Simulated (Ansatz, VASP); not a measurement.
# One calculation of Fe, two programs

```xyz
4
Lattice="2.4846 0.0000 0.0000 -1.2423 2.1517 0.0000 0.0000 0.0000 7.9878" Properties=species:S:1:pos:R:3 pbc="T T T"
Fe    0.0000    0.0000    0.0000
Fe    0.0000    0.0000    3.9939
Fe    0.0000    1.4345    1.9970
Fe    1.2423    0.7172    5.9909
```

Alike in both runs: functional BLYP; k mesh 14 × 14 × 4; occupations fermi-dirac, width 0.1 eV; no spin polarisation.

Ansatz relaxed the structure, and its values are those at the end. VASP's run is a single point on that final structure, the one shown.

|  | VASP | Ansatz |
| --- | --- | --- |
| version | VASP 6.6.1 | Ansatz 0.2.0 |
| potentials or method | VASP PAW PBE potentials, release 64 (Fe), cutoff 520 eV | plane waves (420 eV) with PAW, scalar-relativistic |
| valence electrons in the cell | 32 | 64 |

VASP gave:

- pressure (GPa): 0.1

Question: Estimate Ansatz's values.

Answer: Pressure (GPa): 0.0.

VASP's potentials were made for PBE, not for BLYP. The functional is the same, so the differences come from potentials, cutoffs and numerics. VASP's potentials hold 32 valence electrons a cell and Ansatz's 64, so a difference there can come from the potentials and not from the codes.
